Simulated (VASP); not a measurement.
TiO2:

```
Ti O
1.0
    -1.89210    1.89210    4.75730
     1.89210   -1.89210    4.75730
     1.89210    1.89210   -4.75730
Ti O
2 4
Direct
  0.75000 0.25000 0.50000
  0.00000 0.00000 0.00000
  0.79190 0.79190 0.00000
  0.54190 0.04190 0.50000
  0.95810 0.45810 0.50000
  0.20810 0.20810 0.00000
```

Base run:

```yaml
Program: VASP 6.6.1
Functional: RPBE
Potentials_or_basis: VASP PAW PBE potentials, release 64 (Ti_sv, O)
Cutoff: 520 eV
k_mesh: 10 × 10 × 10
Occupations: fermi-dirac, width 0.05 eV
Spin: no spin polarisation
```

Its results: band gap on the k mesh 2.16 eV (least direct gap 2.48 eV); pressure 10.4 GPa; largest force 0.191 eV/Å.

Q: After a change of settings the same cell gave: band gap on the k mesh 2.10 eV (least direct gap 2.44 eV); pressure 5.9 GPa; largest force 0.125 eV/Å. Which change was it?
A. functional from RPBE to r2SCAN; further incar settings from ALGO = Normal; EDIFF = 1e-07; NBANDS = 33 to ALGO = Normal; EDIFF = 1e-06; NBANDS = 33
B. functional from RPBE to PBEsol; further incar settings from ALGO = Normal; EDIFF = 1e-07; NBANDS = 33 to ALGO = Normal; EDIFF = 1e-06; NBANDS = 33
C. functional from RPBE to PBE; k mesh from 10 × 10 × 10 to 7 × 7 × 7

A: C.

Caveats: the cell stands under pressure; the PAW data sets were made with another functional, which shifts forces and pressure a little (at least some runs); an odd mesh through Γ misses points on the zone boundary, where band edges can lie (at least some runs).
